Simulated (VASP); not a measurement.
A run of VASP 6.6.1 is set up as follows.

The input POSCAR:

```
YN
1.0
    0.0000000000      2.4480479768      2.4480479768
    2.4480479768      0.0000000000      2.4480479768
    2.4480479768      2.4480479768      0.0000000000
Y N
1 1
Direct
    0.0000000000      0.0000000000      0.0000000000
    0.5000000000      0.5000000000      0.5000000000
```

File INCAR.step1:

```
SYSTEM = YN
PREC = Accurate
ENCUT = 660
ISMEAR = 0
SIGMA = 0.01
LREAL = .FALSE.
LASPH = .TRUE.
NELM = 120
NBANDS = 15
GGA = PE
ALGO = Normal
EDIFF = 1E-5
LWAVE = .TRUE.
LCHARG = .FALSE.
GGA_COMPAT = .FALSE.
```

Contents of INCAR.step2:

```
SYSTEM = YN
PREC = Accurate
ENCUT = 660
EDIFF = 1E-6
ISMEAR = 0
SIGMA = 0.01
LREAL = .FALSE.
LASPH = .TRUE.
NELM = 120
ALGO = Normal
ISIF = 2
LWAVE = .FALSE.
LCHARG = .TRUE.
METAGGA = R2SCAN
LMIXTAU = .TRUE.
LELF = .TRUE.
LVHAR = .TRUE.
NBANDS = 15
ISTART = 1
GGA_COMPAT = .FALSE.
```

Contents of KPOINTS:

```
Automatic mesh
0
G
  6 6 6
  0 0 0
```

Potentials or basis: VASP PAW PBE potentials, release 64 (Y_sv, N).

Run with:

```bash
$ cat potpaw_PBE.64/Y_sv/POTCAR potpaw_PBE.64/N/POTCAR > POTCAR
$ cp INCAR.step1 INCAR
$ mpirun -np 1 vasp_std > vasp.out
$ cp INCAR.step2 INCAR
$ mpirun -np 1 vasp_std > vasp.out
```

(1) Estimate the band gap on the k mesh.

(2) What does it give for the pressure?

Answers

(1) 0.59 eV (least direct gap 0.99 eV).

(2) 0.3 GPa.

Caveat: semilocal functionals underestimate gaps, and a narrow one can read as zero; the PAW data sets were made with another functional, which shifts forces and pressure a little.
